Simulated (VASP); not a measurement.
# GaTc: single point with LDA

Crystal: GaTc.

```xyz
2
Lattice="2.8407 0.0000 0.0000 -1.4204 2.4601 0.0000 0.0000 0.0000 3.8386" Properties=species:S:1:pos:R:3 pbc="T T T"
Ga    1.4204    0.8200    1.9193
Tc    0.0000    1.6401    0.0000
```

- Program: VASP 6.6.1
- Task: single point
- Functional: LDA
- Potentials or basis: VASP PAW LDA potentials, release 64 (Ga_d, Tc_pv)
- Cutoff: 500 eV
- k mesh: 5 × 5 × 3
- Occupations: fermi-dirac, width 0.01 eV
- Spin: no spin polarisation
- Dipole correction: no
- Further INCAR settings: ALGO = Normal; EDIFF = 1e-06; NBANDS = 20

```yaml
Pressure: 10.7 GPa
Band_gap_on_the_k_mesh: zero (band 13 reaches 11.05 eV, above the bottom of band 14 at 11.02 eV)
```

Stress tensor (GPa, compression positive):
```
10.59  0.00  0.00
 0.00 10.59  0.00
 0.00  0.00 10.92
```

Levels at points of the mesh, in eV from the Fermi level:
```
           k point  band 10  band 11  band 12  band 13  band 14  band 15  band 16  band 17
(0.00, 0.00, 0.00)    -4.16    -1.42    -1.42    -0.41     0.62     0.62     7.94    12.59
```

It took 16 s on 1 thread of AMD EPYC 7R13 (shared host), peak memory 0.1 GiB.

Caveat: the k points lie up to 0.55 Å⁻¹ apart.
